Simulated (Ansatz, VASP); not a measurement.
**Two plane-wave programs on AlN**

Contents of POSCAR:

```
AlN
1.0
    0.0000000000      2.0188684454      1.9861627766
    2.0188684454      0.0000000000      1.9861627766
    2.0188684454      2.0188684454      0.0000000000
Al N
1 1
Direct
    0.0000000000      0.0000000000      0.0000000000
    0.5000000000      0.5000000000      0.5000000000
```

INCAR.step1

```
  ALGO = Normal
  EDIFF = 1E-5
  ENCUT = 520
  GGA = PE
  ISIF = 2
  ISMEAR = 0
  LASPH = True
  LCHARG = False
  LREAL = False
  LWAVE = True
  NBANDS = 11
  NELM = 60
  PREC = Accurate
  SIGMA = 0.01
```

The input INCAR.step2:

```
  ALGO = Normal
  EDIFF = 1E-6
  ENCUT = 520
  GGA = PE
  HFSCREEN = 0.2079
  ISIF = 2
  ISMEAR = 0
  ISTART = 1
  LASPH = True
  LCHARG = False
  LHFCALC = True
  LREAL = False
  LWAVE = False
  NBANDS = 11
  NELM = 60
  PREC = Accurate
  PRECFOCK = Normal
  SIGMA = 0.01
```

File KPOINTS:

```
k-points
0
Gamma
  8 8 8
```

Input for Ansatz:

```yaml
crystal:
  lattice:
    - [0.0, 2.0188684454, 1.9861627766]
    - [2.0188684454, 0.0, 1.9861627766]
    - [2.0188684454, 2.0188684454, 0.0]
  atoms:
    - { symbol: Al, position: [0.0, 0.0, 0.0] }
    - { symbol: "N", position: [0.5, 0.5, 0.5] }
kpoints:
  mp_grid: { grid: [8, 8, 8] }
  band_path:
    path:
      - [0.0, 0.0, 0.0]
      - [0.5, 0.0, 0.5]
      - [0.625, 0.25, 0.625]
      - [0.375, 0.375, 0.75]
      - [0.5, 0.5, 0.5]
      - [0.5, 0.25, 0.75]
    npoints: 1
hamiltonian:
  xc: hse06
scf:
  occupations: { method: fixed }
  n_extra_bands: 4
output:
  forces: true
  stress: true
  eigenvalues: true
```

Change from the starting cell: uniaxial_z strain -1.6%.

Alike in both runs: task single point; functional HSE06; k mesh 8 × 8 × 8; no spin polarisation.

|  | VASP | Ansatz |
| --- | --- | --- |
| version | VASP 6.6.1 | Ansatz 0.2.0 |
| potentials or method | VASP PAW PBE potentials, release 64 (Al, N) | plane waves, PAW |
| plane-wave cutoff (eV) | 520 | 420 |
| occupations | gaussian, width 0.01 eV | fixed |
| valence electrons in the cell | 8 | 8 |

```csv
,VASP,Ansatz,Ansatz less VASP
gap on the k mesh at the Fermi level (eV),6.03,6.11,+0.072
pressure (GPa),3.3,3.2,-0.09
"traceless stress, the component that is largest in VASP (GPa)",3.52,3.55,+0.032
```

Ansatz's warnings: stress exchange threshold loose, stress scf threshold loose.
